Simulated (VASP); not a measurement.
# NaH16BrO8 in VASP: notebook

The runs below take NaH16BrO8 through single point, with r2SCAN+D3(BJ).

Everything below comes from runs of VASP 6.6.1. Logs are shortened: lines on timing, memory, paths and dates and some standing lists are left out, and cuts for length are marked.

## Step 1: The cell of the first run

The cell holds a disordered packing, 26 atoms: a = 7.174 Å, b = 7.174 Å, c = 7.174 Å, α = 90.00°, β = 90.00°, γ = 90.00°.

## Step 2: Single point, r2SCAN+D3(BJ)

POSCAR

```
NaH16BrO8
1.0
    7.1738770000      0.0000000000      0.0000000000
    0.0000000000      7.1738770000      0.0000000000
    0.0000000000      0.0000000000      7.1738770000
O H Na Br
8 16 1 1
Direct
    0.8250350543      0.3621333346      1.0659786891
    0.6640760638      0.2088410493      0.7001513965
    0.2657140623     -0.0367583665      0.4631247511
    0.8849747494      1.0748999460      0.3393701899
    0.2636789005      0.2815632328      0.2212889906
    0.5488942729      0.5809968585      0.4680314424
    0.3894407445      0.8298720483      0.9556338922
    0.0287571142      0.0057988170      0.8106216485
    0.9233779726      0.4060844645      0.9820631159
    0.8747710617      0.2550643118      1.1203983564
    0.7393770481      0.0953180547      0.6689688156
    0.6815422121      0.2518721746      0.8189992664
    0.2913766155      0.0889059012      0.4556810773
    0.2100816616     -0.0571378628      0.5916047905
    0.8191804794      0.9679424389      0.3010366640
    1.0121862976      1.0248572703      0.3574775536
    0.3298355966      0.4077711397      0.1686535746
    0.2737153146      0.1838336509      0.1345437063
    0.4786533140      0.6938507588      0.4270494183
    0.4627205066      0.5244723320      0.5430675770
    0.5014164586      0.8818523094      0.8866056666
    0.3768115902      0.7210466530      0.8848632336
    0.1267654854     -0.0688888310      0.8790504772
    0.0773640251      0.1330243047      0.7984246175
    0.8213689752      0.3948492565      0.4478610380
    0.1328152128      0.4563501716      0.7130872191
```

INCAR.step1

```
ALGO     = Normal         # electronic algorithm
EDIFF    = 1E-5           # SCF threshold, eV
ENCUT    = 580            # plane-wave cutoff, eV
GGA      = PE             # functional
GGA_COMPAT= F            
ISMEAR   = -1             # smearing method
LASPH    = T              # aspherical terms in the spheres
LCHARG   = F              # write CHGCAR
LREAL    = F              # projectors in reciprocal space
LWAVE    = T              # write WAVECAR
NBANDS   = 58             # bands
NELM     = 120            # most SCF steps
PREC     = Accurate       # precision mode
SIGMA    = 0.05           # smearing width, eV
```

INCAR.step2

```
ALGO     = Normal         # electronic algorithm
EDIFF    = 1E-6           # SCF threshold, eV
ENCUT    = 580            # plane-wave cutoff, eV
GGA_COMPAT= F            
ISIF     = 2              # what is computed and relaxed
ISMEAR   = -1             # smearing method
ISTART   = 1            
IVDW     = 12             # dispersion correction
LASPH    = T              # aspherical terms in the spheres
LCHARG   = F              # write CHGCAR
LMIXTAU  = T            
LREAL    = F              # projectors in reciprocal space
LWAVE    = F              # write WAVECAR
METAGGA  = R2SCAN         # meta-GGA
NBANDS   = 58             # bands
NELM     = 120            # most SCF steps
PREC     = Accurate       # precision mode
SIGMA    = 0.05           # smearing width, eV
VDW_A1   = 0.49484001   
VDW_A2   = 5.73083694   
VDW_S6   = 1.0          
VDW_S8   = 0.78981345
```

KPOINTS

```
k-points
0
Gamma
  1 1 1
```

Potentials or basis: VASP PAW PBE potentials, release 64 (O, H, Na_pv, Br).

Run with:

```sh
cat potpaw_PBE.64/O/POTCAR potpaw_PBE.64/H/POTCAR potpaw_PBE.64/Na_pv/POTCAR potpaw_PBE.64/Br/POTCAR > POTCAR
cp INCAR.step1 INCAR
mpirun -np 1 vasp_gam > vasp.out
cp INCAR.step2 INCAR
mpirun -np 1 vasp_gam > vasp.out
```

OUTCAR:

```text
EDIFF = 1E-6
   ENCUT = 580
   ISIF = 2
   ISMEAR = -1
   ISTART = 1
   IVDW = 12
   LASPH = T
   LREAL = F
   METAGGA = R2SCAN
   NELM = 120
   PREC = Accurate
 IVDW          = 12

 ion  position               nearest neighbor table
   1  0.825  0.362  0.066-  10 0.93   9 0.98
   2  0.664  0.209  0.700-  12 0.92  11 1.00
   3  0.266  0.963  0.463-  13 0.92  14 1.01
   4  0.885  0.075  0.339-  15 0.94  16 0.99
   5  0.264  0.282  0.221-  18 0.94  17 1.09
   6  0.549  0.581  0.468-  20 0.91  19 1.00  25 2.37
   7  0.389  0.830  0.956-  22 0.94  21 1.01
   8  0.029  0.006  0.811-  24 0.98  23 1.01
   9  0.923  0.406  0.982-   1 0.98
  10  0.875  0.255  0.120-   1 0.93
  11  0.739  0.095  0.669-   2 1.00
  12  0.682  0.252  0.819-   2 0.92
  13  0.291  0.089  0.456-   3 0.92
  14  0.210  0.943  0.592-   3 1.01
[... 9 lines left out ...]
  24  0.077  0.133  0.798-   8 0.98
  25  0.821  0.395  0.448-   6 2.37
  26  0.133  0.456  0.713-

  LATTYP: Found a simple cubic cell.
 ALAT       =     7.1738770000

  Lattice vectors:

 A1 = (   7.1738770000,   0.0000000000,   0.0000000000)
 A2 = (   0.0000000000,   7.1738770000,   0.0000000000)
 A3 = (   0.0000000000,   0.0000000000,   7.1738770000)

Analysis of symmetry for initial positions (statically):
=====================================================================
 Subroutine PRICEL returns:
 Original cell was already a primitive cell.

 Routine SETGRP: Setting up the symmetry group for a
 simple cubic supercell.

 Subroutine GETGRP returns: Found  1 space group operations
 (whereof  1 operations were pure point group operations)
 out of a pool of 48 trial point group operations.

The static configuration has the point symmetry C_1 .

Analysis of symmetry for dynamics (positions and initial velocities):
=====================================================================
 Subroutine PRICEL returns:
 Original cell was already a primitive cell.

 Routine SETGRP: Setting up the symmetry group for a
 simple cubic supercell.

 Subroutine GETGRP returns: Found  1 space group operations
 (whereof  1 operations were pure point group operations)
 out of a pool of 48 trial point group operations.

The dynamic configuration has the point symmetry C_1 .

 Subroutine INISYM returns: Found  1 space group operations
 (whereof  1 operations are pure point group operations),
 and found     1 'primitive' translations

----------------------------------------------------------------------------------------

                                     Primitive cell

  volume of cell :     369.2001

  direct lattice vectors                    reciprocal lattice vectors
     7.173877000  0.000000000  0.000000000     0.139394640  0.000000000  0.000000000
     0.000000000  7.173877000  0.000000000     0.000000000  0.139394640  0.000000000
     0.000000000  0.000000000  7.173877000     0.000000000  0.000000000  0.139394640

  length of vectors
     7.173877000  7.173877000  7.173877000     0.139394640  0.139394640  0.139394640

  position of ions in fractional coordinates (direct lattice)
     0.825035054  0.362133335  0.065978689
     0.664076064  0.208841049  0.700151396
     0.265714062  0.963241633  0.463124751
     0.884974749  0.074899946  0.339370190
     0.263678900  0.281563233  0.221288991
     0.548894273  0.580996859  0.468031442
[... 18 lines left out ...]
     0.821368975  0.394849257  0.447861038
     0.132815213  0.456350172  0.713087219

  ion indices of the primitive-cell ions
   primitive index   ion index
                 1           1
                 2           2
                 3           3
                 4           4
                 5           5
                 6           6
[... 18 lines left out ...]
                25          25
                26          26

----------------------------------------------------------------------------------------

 KPOINTS: k-points

Automatic generation of k-mesh.
 Grid dimensions read from file:
 generate k-points for:    1    1    1

 Generating k-lattice:

  Cartesian coordinates                     Fractional coordinates (reciprocal lattice)
     0.139394640  0.000000000  0.000000000     1.000000000  0.000000000  0.000000000
     0.000000000  0.139394640  0.000000000     0.000000000  1.000000000  0.000000000
     0.000000000  0.000000000  0.139394640     0.000000000  0.000000000  1.000000000

  Length of vectors
     0.139394640  0.139394640  0.139394640

  Shift w.r.t. Gamma in fractional coordinates (k-lattice)
     0.000000000  0.000000000  0.000000000

 Subroutine IBZKPT returns following result:
 ===========================================

 Found      1 irreducible k-points:

 Following reciprocal coordinates:
            Coordinates               Weight
  0.000000  0.000000  0.000000      1.000000
   k-points           NKPTS =      1   k-points in BZ     NKDIM =      1   number of bands    NBANDS=     58
   number of dos      NEDOS =    301   number of ions     NIONS =     26
   total plane-waves  NPLWV = 175616
   dimension x,y,z NGX =    56 NGY =   56 NGZ =   56
   dimension x,y,z NGXF=   112 NGYF=  112 NGZF=  112
   ions per type =               8  16   1   1
   NGX,Y,Z   is equivalent  to a cutoff of  12.98, 12.98, 12.98 a.u.
   NGXF,Y,Z  is equivalent  to a cutoff of  25.95, 25.95, 25.95 a.u.
 SYSTEM =  unknown system
   PREC   = accura    normal or accurate (medium, high low for compatibility)
   ISTART =      1    job   : 0-new  1-cont  2-samecut
   ICHARG =      0    charge: 1-file 2-atom 10-const
   ISPIN  =      1    spin polarized calculation?
   LNONCOLLINEAR =      F non collinear calculations
   LSORBIT =      F    spin-orbit coupling
   LASPH  =      T    aspherical Exc in radial PAW
   ENCUT  =  580.0 eV  42.63 Ry    6.53 a.u.  14.09 14.09 14.09*2*pi/ulx,y,z
   NELM   =    120;   NELMIN=  2; NELMDL=  0     # of ELM steps
   EDIFF  = 0.1E-05   stopping-criterion for ELM
   LREAL  =      F    real-space projection
   EDIFFG = 0.1E-04   stopping-criterion for IOM
   NSW    =      0    number of steps for IOM
[... 5 lines left out ...]
   TEBEG  =    0.0;   TEEND  =   0.0 temperature during run
   PSTRESS=    0.0 pullay stress
   NELECT =      78.0000    total number of electrons
   NUPDOWN=      -1.0000    fix difference up-down
   EMIN   =  10.00;   EMAX   =-10.00  energy-range for DOS
   EFERMI =   0.00;   METHOD = LEGACY
   ISMEAR =    -1;   SIGMA  =   0.05  broadening in eV -4-tet -1-fermi 0-gaus
   EFERMI_NEDOS =   21; number of points for ismear=-14 and -15
   IALGO  =     38    algorithm
   IMIX   =      4    mixing-type and parameters
     AMIX     =   0.40;   BMIX     =  1.00
     AMIX_MAG =   1.60;   BMIX_MAG =  1.00
  volume/ion in A,a.u.               =      14.20        95.83
  Fermi-wavevector in a.u.,A,eV,Ry     =   0.975033  1.842544 12.934901  0.950688
  Thomas-Fermi vector in A             =   2.105540
   LORBIT       =      0    0 simple, 1 ext, 2 COOP (PROOUT), +10 PAW based schemes
   METAGGA = R2SCAN    functional components
   LHFCALC =     F    Hartree Fock is set to
   AEXX    =    0.0000 exact exchange contribution
   IVDW    =    12    specifies the selected vdW correction
   LEPSILON=     F    determine dielectric tensor
   LRPA    =     F    only Hartree local field effects (RPA)
 non-spin polarized calculation
  energy-cutoff  :      580.00
  volume of cell :      369.20
 maximum number of plane-waves:      5877
   NGX = 29   NGY = 29   NGZ = 29

 number of electron      77.9999992 magnetization

 Free energy of the ion-electron system (eV)
  ---------------------------------------------------
  ext. energy  EPLUGINS =         0.00000000
  ---------------------------------------------------
  free energy    TOTEN  =      -144.85977899 eV

  energy without entropy =     -144.85977899  energy(sigma->0) =     -144.85977899

 E-fermi :  -2.2585     XC(G=0):  -6.3179

 val. band max:       -3.4519662967   @ k =   0.0000   0.0000   0.0000
 cond. band min:       0.5522927600   @ k =   0.0000   0.0000   0.0000
 fundamental gap:      4.0042590568
 Fermi energy:        -2.2585356583

 k-point     1 :       0.0000    0.0000    0.0000
  band No.  band energies     occupation
      1     -25.9156      2.00000
      2     -25.9002      2.00000
      3     -25.8830      2.00000
      4     -24.7344      2.00000
      5     -24.4512      2.00000
      6     -24.3744      2.00000
[... 43 lines left out ...]
     50       5.5838      0.00000
     51       5.8523      0.00000
 [bands above 51 left out]

------------------------ aborting loop because EDIFF is reached ----------------------------------------

 Edisp (eV)   -0.46316

 E8    (eV) :    -0.0879

  FORCE on cell =-STRESS in cart. coord.  units (eV):
  Direction    XX          YY          ZZ          XY          YZ          ZX
  --------------------------------------------------------------------------------------
  -------------------------------------------------------------------------------------
  Total      -5.97083    -1.86126    -1.03108     2.15898     2.78698     1.24410
  in kB     -25.91096    -8.07711    -4.47447     9.36907    12.09433     5.39887
  external pressure =      -12.82 kB  Pullay stress =        0.00 kB

 VOLUME and BASIS-vectors are now :
 -----------------------------------------------------------------------------
  energy-cutoff  :      580.00
  volume of cell :      369.20
      direct lattice vectors                 reciprocal lattice vectors
     7.173877000  0.000000000  0.000000000     0.139394640  0.000000000  0.000000000
     0.000000000  7.173877000  0.000000000     0.000000000  0.139394640  0.000000000
     0.000000000  0.000000000  7.173877000     0.000000000  0.000000000  0.139394640

 POSITION                                       TOTAL-FORCE (eV/Angst)
 -----------------------------------------------------------------------------------
      5.91870      2.59790      0.47332        -0.661261      1.819396     -0.924327
      4.76400      1.49820      5.02280        -0.155973     -2.087229     -4.167266
      1.90620      6.91018      3.32240        -1.440880     -3.215636      1.628180
      6.34870      0.53732      2.43460         1.271762      0.525009      0.328413
      1.89160      2.01990      1.58750         1.351976      4.361937      0.242465
      3.93770      4.16800      3.35760         1.361236      2.746625     -2.322661
[... 18 lines left out ...]
      5.89240      2.83260      3.21290        -0.077266     -0.060496      0.067473
      0.95280      3.27380      5.11560         0.122988      0.061757     -0.025078
 -----------------------------------------------------------------------------------
    total drift:                                0.010501      0.019332      0.015311

  FREE ENERGIE OF THE ION-ELECTRON SYSTEM (eV)
  ---------------------------------------------------
  free  energy   TOTEN  =      -145.3229395577 eV

  energy  without entropy=     -145.3229395575  energy(sigma->0) =     -145.32293956
```

Wall time 6.7 min (1 thread of Intel Xeon 8259CL, shared host); peak memory 0.48 GiB.

What came out:

| Quantity | Value |
| --- | --- |
| Free energy | -145.3229 eV |
| Pressure | -1.3 GPa |
| Largest force | 4.663 eV/Å |
| Dispersion energy per atom | -0.018 eV |

Forces on the atoms (eV/Å):
```
O   -0.661  1.819 -0.924
O   -0.156 -2.087 -4.167
O   -1.441 -3.216  1.628
O    1.272  0.525  0.328
O    1.352  4.362  0.242
O    1.361  2.747 -2.323
O    2.085  2.172 -0.495
O    1.220 -0.765  0.699
H   -0.149  0.046  0.044
H    0.794 -1.903  0.877
H   -0.591  1.514  1.042
H    1.000  0.624  3.093
H    0.695  2.865 -0.140
H    0.524  0.385 -1.592
H   -0.964 -0.907 -0.409
H   -0.175  0.431  0.199
H   -1.742 -3.865  1.124
H    0.431 -0.638 -1.349
H    0.808 -0.887  0.254
H   -2.300 -1.851  2.090
H   -1.513 -0.149  1.209
H   -0.815 -2.047 -0.820
H   -1.040  1.063 -0.766
H   -0.041 -0.238  0.113
Na  -0.077 -0.060  0.067
Br   0.123  0.062 -0.025
```

Stress tensor (GPa, compression positive):
```
-2.59  0.94  0.54
 0.94 -0.81  1.21
 0.54  1.21 -0.45
```

Levels at points of the mesh, in eV from the Fermi level:
| k point | band 35 | band 36 | band 37 | band 38 | band 39 | band 40 | band 41 | band 42 | band 43 | band 44 |
| --- | --- | --- | --- | --- | --- | --- | --- | --- | --- | --- |
| (0.00, 0.00, 0.00) | -2.62 | -2.45 | -1.42 | -1.32 | -1.19 | 2.81 | 5.36 | 5.65 | 6.04 | 6.40 |

Caveat: the k points lie up to 0.88 Å⁻¹ apart, too coarse for converged energies, forces and pressures; the PAW data sets were made with another functional, which shifts forces and pressure a little.

## Step 3: Single point, r2SCAN+D3(BJ)

POSCAR

```
NaH16BrO8
1.0
    7.1738770000      0.0000000000      0.0000000000
    0.0000000000      7.1738770000      0.0000000000
    0.0000000000      0.0000000000      7.1738770000
O H Na Br
8 16 1 1
Direct
    0.8226095875      0.3676673018      1.0678186983
    0.6666409251      0.2129253122      0.6995241206
    0.2674704347     -0.0370092769      0.4631665695
    0.8826050405      1.0715684141      0.3416144436
    0.2621455595      0.2833056658      0.2127440992
    0.5545536953      0.5801186722      0.4683938685
    0.3904722649      0.8337750982      0.9518005397
    0.0276140781      0.0030806215      0.8160441000
    0.9268210202      0.3995607954      0.9826067550
    0.8659195021      0.2521230849      1.1339893338
    0.7352091484      0.1132302659      0.6562560245
    0.6735688387      0.2572806866      0.8253417225
    0.2782595799      0.0995556517      0.4549562252
    0.2141519850     -0.0662403328      0.5794913964
    0.8234459554      0.9598436104      0.2938578400
    1.0139147911      1.0214699806      0.3459635564
    0.3204682768      0.3970238129      0.1704099471
    0.2712898479      0.1752748200      0.1313933874
    0.4731751046      0.6828525217      0.4281088176
    0.4653968837      0.5177674499      0.5594325077
    0.5099474106      0.8726104448      0.9004754333
    0.3801849404      0.7219666576      0.8716068034
    0.1230297090     -0.0654457834      0.8748407590
    0.0816573800      0.1286333736      0.7921379193
    0.8257180880      0.3930092473      0.4501052917
    0.1311145981      0.4573398735      0.7144114682
```

INCAR.step1

```
  PREC = Accurate
  ENCUT = 580
  ISMEAR = -1
  SIGMA = 0.05
  LREAL = F
  LASPH = T
  NELM = 120
  NBANDS = 58
  GGA = PE
  ALGO = Normal
  EDIFF = 1E-5
  LWAVE = T
  LCHARG = F
  GGA_COMPAT = F
```

INCAR.step2

```
  PREC = Accurate
  ENCUT = 580
  EDIFF = 1E-6
  ISMEAR = -1
  SIGMA = 0.05
  LREAL = F
  LASPH = T
  NELM = 120
  ALGO = Normal
  ISIF = 2
  LWAVE = F
  LCHARG = F
  METAGGA = R2SCAN
  LMIXTAU = T
  IVDW = 12
  VDW_S6 = 1.0
  VDW_S8 = 0.78981345
  VDW_A1 = 0.49484001
  VDW_A2 = 5.73083694
  NBANDS = 58
  ISTART = 1
  GGA_COMPAT = F
```

KPOINTS

```
regular mesh
0
Gamma
  1 1 1
```

Potentials or basis: VASP PAW PBE potentials, release 64 (O, H, Na_pv, Br).

Run with:

```sh
cat potpaw_PBE.64/O/POTCAR potpaw_PBE.64/H/POTCAR potpaw_PBE.64/Na_pv/POTCAR potpaw_PBE.64/Br/POTCAR > POTCAR
cp INCAR.step1 INCAR
mpirun -np 1 vasp_gam > vasp.out
cp INCAR.step2 INCAR
mpirun -np 1 vasp_gam > vasp.out
```

Run time: 6.9 min. Hardware: 1 thread of Intel Xeon 8259CL, shared host; peak memory 0.48 GiB.

The run converged. Its results:

- Free energy: -145.5711 eV
- Pressure: -2.0 GPa
- Largest force: 3.604 eV/Å
- Dispersion energy per atom: -0.018 eV

Forces in eV/Å, atoms in the order of the input:
```
O    0.784 -0.953  0.361
O   -2.357  2.587 -0.865
O    0.444  0.788 -1.747
O    1.388 -1.079 -0.342
O   -0.524 -0.513  0.857
O   -1.919 -0.181  1.140
O    0.688 -0.962 -1.227
O   -0.614  1.623 -0.814
H   -0.501 -0.133  0.422
H   -0.332  0.964 -0.810
H    1.685 -1.980  0.379
H    0.935 -0.621  0.463
H    0.123 -0.614  0.187
H   -0.726 -0.095  1.393
H   -0.560  0.308  0.049
H   -0.750  0.871  0.427
H    0.121 -0.658 -0.535
H    0.430  0.971 -0.258
H    0.634 -0.263 -0.029
H    1.164  0.421 -1.096
H   -0.111  0.672  0.445
H   -0.778  0.245  0.719
H    1.127 -0.741  0.676
H   -0.451 -0.770  0.241
Na  -0.124  0.071  0.051
Br   0.224  0.040 -0.088
```

Stress tensor (GPa, compression positive):
```
-1.95 -0.17  0.45
-0.17 -2.60  0.04
 0.45  0.04 -1.44
```

Levels at points of the mesh, in eV from the Fermi level:
```
           k point  band 35  band 36  band 37  band 38  band 39  band 40  band 41  band 42  band 43  band 44
(0.00, 0.00, 0.00)    -2.51    -2.33    -1.43    -1.31    -1.20     2.90     5.64     5.81     6.04     6.34
```

Caveat: the k points lie up to 0.88 Å⁻¹ apart, too coarse for converged energies, forces and pressures; the PAW data sets were made with another functional, which shifts forces and pressure a little.
